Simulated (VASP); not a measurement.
## Mg: single point with r2SCAN

The system is Mg.

```
Mg
1.0
     3.15208    0.00000    0.00000
    -1.57604    2.72978    0.00000
     0.00000    0.00000    5.26106
Mg
2
Direct
  0.66667 0.33333 0.75000
  0.33333 0.66667 0.25000
```

```json
{
  "Program": "VASP 6.6.1",
  "Task": "single point",
  "Functional": "r2SCAN",
  "Potentials or basis": "VASP PAW PBE potentials, release 64 (Mg)",
  "Cutoff": "520 eV",
  "k mesh": "10 × 10 × 5",
  "Occupations": "fermi-dirac, width 0.05 eV",
  "Spin": "no spin polarisation"
}
```

| Item | Value |
| --- | --- |
| Pressure | -0.3 GPa |
| Band gap on the k mesh | zero (bands 2 and 3 overlap by 1.97 eV) |

Levels at points of the mesh, in eV from the Fermi level:
| k point | band 1 | band 2 | band 3 | band 4 | band 5 | band 6 |
| --- | --- | --- | --- | --- | --- | --- |
| (0.00, 0.00, 0.00) | -7.52 | -2.16 | -1.53 | 12.03 | 12.03 | 12.29 |
| (0.50, 0.00, 0.00) | -2.39 | -2.18 | 2.73 | 2.99 | 3.35 | 3.88 |

Run time: 89 s on 1 thread of Intel Xeon 8259CL (shared host), peak memory 0.17 GiB.

Caveat: the PAW data sets were made with another functional, which shifts forces and pressure a little.
